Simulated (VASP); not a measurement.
# Be (R-3m) in VASP: notebook, part 2 of 2

VASP 6.6.1.

### 3 Electric field gradients, PBE (equal xy, yz and zx shear strains of -1 %)

File INCAR:

```
SYSTEM = Be
PREC     = Accurate       ! precision mode
ENCUT    = 520            ! plane-wave cutoff, eV
EDIFF    = 1E-8           ! SCF threshold, eV
ISMEAR   = -1             ! smearing method
SIGMA    = 0.03           ! smearing width, eV
LREAL    = .False.        ! projectors in reciprocal space
LASPH    = .True.         ! aspherical terms in the spheres
NELM     = 60             ! most SCF steps
ALGO     = Normal         ! electronic algorithm
ISIF     = 2              ! what is computed and relaxed
LWAVE    = .False.        ! write WAVECAR
LCHARG   = .False.        ! write CHGCAR
GGA      = PE             ! functional
LEFG     = .True.       
NBANDS   = 7              ! bands
```

File KPOINTS:

```
regular mesh
0
Gamma
  23 23 23
  0 0 0
```

File POSCAR:

```
Be
1.0
   -1.2656521608      1.2531209513      1.2531209513
    1.2531209513     -1.2656521608      1.2531209513
    1.2531209513      1.2531209513     -1.2656521608
Be
1
Direct
    0.0000000000      0.0000000000      0.0000000000
```

Potentials or basis: VASP PAW PBE potentials, release 64 (Be).

The run is started by

```bash
> cat potpaw_PBE.64/Be/POTCAR > POTCAR
> mpirun -np 1 vasp_std > vasp.out
```

OUTCAR:

```text
SYSTEM = Be
   PREC = Accurate
   ENCUT = 520
   EDIFF = 1E-8
   ISMEAR = -1
   LREAL = .False.
   LASPH = .True.
   NELM = 60
   ISIF = 2
   GGA = PE

 ion  position               nearest neighbor table
   1  0.000  0.000  0.000-

  LATTYP: Found a trigonal (rhomboedric) cell.
 ALAT       =     2.1777280889
 COS(alpha) =    -0.3377371610

  Lattice vectors:

 A1 = (  -1.2656521608,   1.2531209513,   1.2531209513)
 A2 = (   1.2531209513,  -1.2656521608,   1.2531209513)
 A3 = (   1.2531209513,   1.2531209513,  -1.2656521608)

Analysis of symmetry for initial positions (statically):
=====================================================================
 Subroutine PRICEL returns:
 Original cell was already a primitive cell.

 Routine SETGRP: Setting up the symmetry group for a
 trigonal (rhombohedral) supercell.

 Subroutine GETGRP returns: Found 12 space group operations
 (whereof 12 operations were pure point group operations)
 out of a pool of 12 trial point group operations.

The static configuration has the point symmetry D_3d.

Analysis of symmetry for dynamics (positions and initial velocities):
=====================================================================
 Subroutine PRICEL returns:
 Original cell was already a primitive cell.

 Routine SETGRP: Setting up the symmetry group for a
 trigonal (rhombohedral) supercell.

 Subroutine GETGRP returns: Found 12 space group operations
 (whereof 12 operations were pure point group operations)
 out of a pool of 12 trial point group operations.

The dynamic configuration has the point symmetry D_3d.

 Subroutine INISYM returns: Found 12 space group operations
[... 143 lines left out ...]

 val. band max:        7.9564936539   @ k =   0.3478   0.3043   0.0870
 cond. band min:       7.9748030902   @ k =   0.2609   0.2609   0.2609
 fundamental gap:      0.0183094363
 Fermi energy:         7.9601175753

 k-point     1 :       0.0000    0.0000    0.0000
  band No.  band energies     occupation
      1      -4.3146      2.00000
      2      27.1084      0.00000
      3      27.1084      0.00000
      4      27.5593      0.00000
      5      38.4901      0.00000
      6      38.6063      0.00000
      7      38.6063      0.00000
[... 221 lines left out ...]
 k-point    24 :      -0.4783    0.0435   -0.0000
  band No.  band energies     occupation
      1       2.4314      2.00000
      2       9.0099      0.00000
      3      19.9098      0.00000
      4      22.7709      0.00000
      5      29.1187      0.00000
      6      34.0260      0.00000
      7      43.4544      0.00000

 [... further k-points ...]
[... 5 lines left out ...]
  --------------------------------------------------------------------------------------
  -------------------------------------------------------------------------------------
  Total       -0.0326075     -0.0326075     -0.0326075      0.1001065      0.1001065      0.1001065
  in kB       -6.6377593     -6.6377593     -6.6377593     20.3782297     20.3782297     20.3782297
  external PRESSURE =      -6.6377593 kB  Pullay stress =       0.0000000 kB

 VOLUME and BASIS-vectors are now :
 -----------------------------------------------------------------------------
  energy-cutoff  :      520.00
  volume of cell :        7.87
      direct lattice vectors                 reciprocal lattice vectors
    -1.265652161  1.253120951  1.253120951     0.004010290  0.401028979  0.401028979
     1.253120951 -1.265652161  1.253120951     0.401028979  0.004010290  0.401028979
     1.253120951  1.253120951 -1.265652161     0.401028979  0.401028979  0.004010290

 POSITION                                       TOTAL-FORCE (eV/Angst)
 -----------------------------------------------------------------------------------
      0.00000      0.00000      0.00000         0.000000      0.000000      0.000000
 -----------------------------------------------------------------------------------
    total drift:                               -0.000000      0.000000     -0.000000

  FREE ENERGIE OF THE ION-ELECTRON SYSTEM (eV)
  ---------------------------------------------------
  free  energy   TOTEN  =        -3.6640952018 eV

  energy  without entropy=       -3.6635133058  energy(sigma->0) =       -3.66380425

 Electric field gradients (V/A^2)
---------------------------------------------------------------------
 ion       V_xx      V_yy      V_zz      V_xy      V_xz      V_yz
---------------------------------------------------------------------
   1      -0.000     0.000    -0.000    -0.132    -0.132    -0.132
---------------------------------------------------------------------

 Electric field gradients after diagonalization (V/A^2)
 (convention: |V_zz| > |V_xx| > |V_yy|)
----------------------------------------------------------------------
 ion       V_xx      V_yy      V_zz     asymmetry (V_yy - V_xx)/ V_zz
----------------------------------------------------------------------
   1       0.132     0.132    -0.263       0.000
----------------------------------------------------------------------

           NMR quadrupolar parameters

 Cq : quadrupolar parameter    Cq=e*Q*V_zz/h
 eta: asymmetry parameters     (V_yy - V_xx)/ V_zz
 Q  : nuclear electric quadrupole moment in mb (millibarn)
----------------------------------------------------------------------
 ion       Cq(MHz)       eta       Q (mb)
----------------------------------------------------------------------
   1      -0.001       0.000       1.000
----------------------------------------------------------------------
```

OSZICAR:

```text
N       E                     dE             d eps       ncg     rms          rms(c)
DAV:   1    -0.243045907136E+01   -0.24305E+01   -0.11499E+03 17647   0.235E+02
DAV:   2    -0.369195673654E+01   -0.12615E+01   -0.12041E+01 22428   0.259E+01
DAV:   3    -0.369392873628E+01   -0.19720E-02   -0.19714E-02 18235   0.905E-01
DAV:   4    -0.369392907111E+01   -0.33484E-06   -0.33434E-06 24416   0.120E-02
DAV:   5    -0.369392907084E+01    0.27638E-09   -0.48210E-10 18473   0.578E-05    0.783E-01
DAV:   6    -0.367254203833E+01    0.21387E-01   -0.23795E-03 17878   0.473E-01    0.482E-01
DAV:   7    -0.366411715334E+01    0.84249E-02   -0.23480E-03 17507   0.493E-01    0.180E-02
DAV:   8    -0.366409513605E+01    0.22017E-04   -0.79461E-06 18396   0.243E-02    0.661E-03
DAV:   9    -0.366409533273E+01   -0.19668E-06   -0.10187E-06 19761   0.720E-03    0.255E-04
DAV:  10    -0.366409529424E+01    0.38497E-07   -0.13759E-09 17990   0.406E-04    0.196E-04
DAV:  11    -0.366409520254E+01    0.91699E-07   -0.26582E-09 14952   0.463E-04    0.412E-06
DAV:  12    -0.366409520180E+01    0.73659E-09   -0.31050E-11  8715   0.314E-05
   1 F= -.36640952E+01 E0= -.36638043E+01  d E =-.581896E-03
```

stdout:

```text
POSCAR found type information on POSCAR Be
 POSCAR found :  1 types and       1 ions
 scaLAPACK will be used
 LDA part: xc-table for (Slater+PW92), standard interpolation
 POSCAR, INCAR and KPOINTS ok, starting setup
 FFT: planning ... GRIDC
 FFT: planning ... GRID_SOFT
 FFT: planning ... GRID
 WAVECAR not read
 entering main loop
ion   1
```

Run time: 20 s. Hardware: 1 thread of Intel Xeon 6975P-C, shared host; peak memory 0.16 GiB.

Results:

```
Free energy            : -3.6641 eV
Pressure               : -0.7 GPa
Band gap on the k mesh : zero (band 1 reaches 11.44 eV, above the bottom of band 2 at 6.51 eV)
```

Levels at points of the mesh, in eV from the Fermi level:
```csv
k point,band 1,band 2,band 3,band 4,band 5
"(0.00, 0.00, 0.00)",-12.27,19.15,19.15,19.60,30.53
```

Caveat: the cell differs from its parent crystal (equal xy, yz and zx shear strains of -1 %); without QUAD_EFG the Cq values of the log hold for a quadrupole moment of 1 mb, not for the nuclei.

### 4 Electric field gradients, PBE (equal xy, yz and zx shear strains of +2 %)

File INCAR:

```
SYSTEM = Be
PREC     = Accurate       ! precision mode
ENCUT    = 520            ! plane-wave cutoff, eV
EDIFF    = 1E-8           ! SCF threshold, eV
ISMEAR   = -1             ! smearing method
SIGMA    = 0.03           ! smearing width, eV
LREAL    = .FALSE.        ! projectors in reciprocal space
LASPH    = .TRUE.         ! aspherical terms in the spheres
NELM     = 60             ! most SCF steps
ALGO     = Normal         ! electronic algorithm
ISIF     = 2              ! what is computed and relaxed
LWAVE    = .FALSE.        ! write WAVECAR
LCHARG   = .FALSE.        ! write CHGCAR
GGA      = PE             ! functional
LEFG     = .TRUE.       
NBANDS   = 7              ! bands
```

File KPOINTS:

```
regular mesh
0
G
  23 23 23
  0 0 0
```

File POSCAR:

```
Be
1.0
   -1.2280585323      1.2531209513      1.2531209513
    1.2531209513     -1.2280585323      1.2531209513
    1.2531209513      1.2531209513     -1.2280585323
Be
1
Direct
    0.0000000000      0.0000000000      0.0000000000
```

Potentials or basis: VASP PAW PBE potentials, release 64 (Be).

The run is started by

```bash
> cat potpaw_PBE.64/Be/POTCAR > POTCAR
> mpirun -np 1 vasp_std > vasp.out
```

OUTCAR:

```text
SYSTEM = Be
   PREC = Accurate
   ENCUT = 520
   EDIFF = 1E-8
   ISMEAR = -1
   LREAL = .FALSE.
   LASPH = .TRUE.
   NELM = 60
   ISIF = 2
   GGA = PE

 ion  position               nearest neighbor table
   1  0.000  0.000  0.000-

  LATTYP: Found a trigonal (rhomboedric) cell.
 ALAT       =     2.1560964719
 COS(alpha) =    -0.3242805026

  Lattice vectors:

 A1 = (  -1.2280585323,   1.2531209513,   1.2531209513)
 A2 = (   1.2531209513,  -1.2280585323,   1.2531209513)
 A3 = (   1.2531209513,   1.2531209513,  -1.2280585323)

Analysis of symmetry for initial positions (statically):
=====================================================================
 Subroutine PRICEL returns:
 Original cell was already a primitive cell.

 Routine SETGRP: Setting up the symmetry group for a
[... 422 lines left out ...]
  external PRESSURE =      -5.2546540 kB  Pullay stress =       0.0000000 kB

 VOLUME and BASIS-vectors are now :
 -----------------------------------------------------------------------------
  energy-cutoff  :      520.00
  volume of cell :        7.87
      direct lattice vectors                 reciprocal lattice vectors
    -1.228058532  1.253120951  1.253120951    -0.007902630  0.395131494  0.395131494
     1.253120951 -1.228058532  1.253120951     0.395131494 -0.007902630  0.395131494
     1.253120951  1.253120951 -1.228058532     0.395131494  0.395131494 -0.007902630

 POSITION                                       TOTAL-FORCE (eV/Angst)
 -----------------------------------------------------------------------------------
      0.00000      0.00000      0.00000         0.000000      0.000000      0.000000
 -----------------------------------------------------------------------------------
    total drift:                               -0.000000     -0.000000     -0.000000

  FREE ENERGIE OF THE ION-ELECTRON SYSTEM (eV)
  ---------------------------------------------------
  free  energy   TOTEN  =        -3.6598930751 eV

  energy  without entropy=       -3.6593145595  energy(sigma->0) =       -3.65960382

 Electric field gradients (V/A^2)
---------------------------------------------------------------------
 ion       V_xx      V_yy      V_zz      V_xy      V_xz      V_yz
---------------------------------------------------------------------
   1      -0.000    -0.000     0.000     0.259     0.259     0.259
---------------------------------------------------------------------

 Electric field gradients after diagonalization (V/A^2)
 (convention: |V_zz| > |V_xx| > |V_yy|)
----------------------------------------------------------------------
 ion       V_xx      V_yy      V_zz     asymmetry (V_yy - V_xx)/ V_zz
----------------------------------------------------------------------
   1      -0.259    -0.259     0.519       0.000
----------------------------------------------------------------------

           NMR quadrupolar parameters

 Cq : quadrupolar parameter    Cq=e*Q*V_zz/h
 eta: asymmetry parameters     (V_yy - V_xx)/ V_zz
 Q  : nuclear electric quadrupole moment in mb (millibarn)
----------------------------------------------------------------------
 ion       Cq(MHz)       eta       Q (mb)
----------------------------------------------------------------------
   1       0.001       0.000       1.000
----------------------------------------------------------------------
```

OSZICAR:

```text
N       E                     dE             d eps       ncg     rms          rms(c)
DAV:   1    -0.239925413272E+01   -0.23993E+01   -0.11516E+03 17668   0.237E+02
DAV:   2    -0.368780403201E+01   -0.12885E+01   -0.12362E+01 22491   0.260E+01
DAV:   3    -0.368978013663E+01   -0.19761E-02   -0.19754E-02 18221   0.904E-01
DAV:   4    -0.368978050787E+01   -0.37124E-06   -0.37031E-06 24486   0.122E-02
DAV:   5    -0.368978050692E+01    0.94611E-09   -0.37592E-10 18494   0.517E-05    0.784E-01
DAV:   6    -0.366834737765E+01    0.21433E-01   -0.23976E-03 17990   0.474E-01    0.482E-01
DAV:   7    -0.365991387127E+01    0.84335E-02   -0.23601E-03 17458   0.494E-01    0.180E-02
DAV:   8    -0.365989314492E+01    0.20726E-04   -0.74814E-06 18494   0.233E-02    0.649E-03
DAV:   9    -0.365989325452E+01   -0.10960E-06   -0.11468E-06 19572   0.777E-03    0.297E-04
DAV:  10    -0.365989317462E+01    0.79898E-07   -0.26033E-09 18942   0.530E-04    0.248E-04
DAV:  11    -0.365989307557E+01    0.99046E-07   -0.30314E-09 15323   0.472E-04    0.406E-06
DAV:  12    -0.365989307509E+01    0.48710E-09   -0.30471E-11  8673   0.296E-05
   1 F= -.36598931E+01 E0= -.36596038E+01  d E =-.578516E-03
```

Wall time 23 s (1 thread of Intel Xeon 6975P-C, shared host); peak memory 0.16 GiB.

Results:

* Free energy: -3.6599 eV
* Pressure: -0.5 GPa
* Band gap on the k mesh: zero (band 1 reaches 11.42 eV, above the bottom of band 2 at 6.61 eV)

Levels at points of the mesh, in eV from the Fermi level:
| k point | band 1 | band 2 | band 3 | band 4 |
| --- | --- | --- | --- | --- |
| (0.00, 0.00, 0.00) | -12.27 | 18.76 | 19.56 | 19.56 |

Electric field gradients, principal values (V/Å²):
```csv
atom,least,middle,greatest (by size)
1 Be,-0.259,-0.259,0.519
```

Caveat: the cell differs from its parent crystal (equal xy, yz and zx shear strains of +2 %); without QUAD_EFG the Cq values of the log hold for a quadrupole moment of 1 mb, not for the nuclei.

### 5 Summary

| cell | gap on the mesh (eV) | pressure (GPa) |
| --- | --- | --- |
| a = 2.192 Å, angles 110.3°, 1 atom | none | -0.1 |
| a = 2.178 Å, angles 109.7°, 1 atom | none | -0.7 |
| a = 2.156 Å, angles 108.9°, 1 atom | none | -0.5 |

Alike in all rows: task electric field gradients; level PBE; potentials or basis VASP PAW PBE potentials, release 64 (Be); no spin polarisation; k mesh 23 × 23 × 23; cutoff (eV) 520; smearing fermi-dirac 0.03 eV.

Total energies depend on the potentials used, so only differences within one code and one set of settings carry meaning.
